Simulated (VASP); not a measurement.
**Pb: electric field gradients with PBE**

Crystal: Pb.

```xyz
2
Lattice="3.4800 0.0000 0.0000 -1.7400 3.0138 0.0000 0.0000 0.0000 5.5341" Properties=species:S:1:pos:R:3 pbc="T T T"
Pb    0.0000    2.0092    1.3835
Pb    1.7400    1.0046    4.1506
```

This cell differs from its parent crystal: zz strain of -1 %.

```json
{"Program": "VASP 6.6.1", "Task": "electric field gradients", "Functional": "PBE", "Potentials or basis": "VASP PAW PBE potentials, release 64 (Pb_d)", "Cutoff": "520 eV", "k mesh": "12 × 12 × 7", "Occupations": "fermi-dirac, width 0.05 eV", "Spin": "no spin polarisation", "Dipole correction": "no", "Further INCAR settings": "ALGO = Normal; EDIFF = 1e-08; NBANDS = 21"}
```

- Pressure: 4.4 GPa
- Band gap on the k mesh: zero (band 14 reaches 13.37 eV, above the bottom of band 15 at 5.68 eV)

Stress tensor (GPa, compression positive):
```
4.33 0.00 0.00
0.00 4.33 0.00
0.00 0.00 4.59
```

Levels at points of the mesh, in eV from the Fermi level:
| k point | band 12 | band 13 | band 14 | band 15 | band 16 | band 17 |
| --- | --- | --- | --- | --- | --- | --- |
| (0.00, 0.00, 0.00) | -7.93 | -4.35 | 5.51 | 5.51 | 7.47 | 7.47 |
| (0.50, 0.00, 0.00) | -7.20 | -2.88 | -1.36 | -0.56 | 1.79 | 1.89 |

Electric field gradients, principal values (V/Å²):
```csv
atom,least,middle,greatest (by size)
1 Pb,4.301,4.301,-8.602
2 Pb,4.301,4.301,-8.602
```

Run time: 38 s on 1 thread of Intel(R) Xeon(R) 6975P-C (Granite Rapids), with other jobs on the host, peak memory 0.21 GiB.

Caveat: the cell differs from its parent crystal (zz strain of -1 %); without QUAD_EFG the Cq values of the log hold for a quadrupole moment of 1 mb, not for the nuclei; spin-orbit coupling is left out, which moves the levels of the heavy elements.
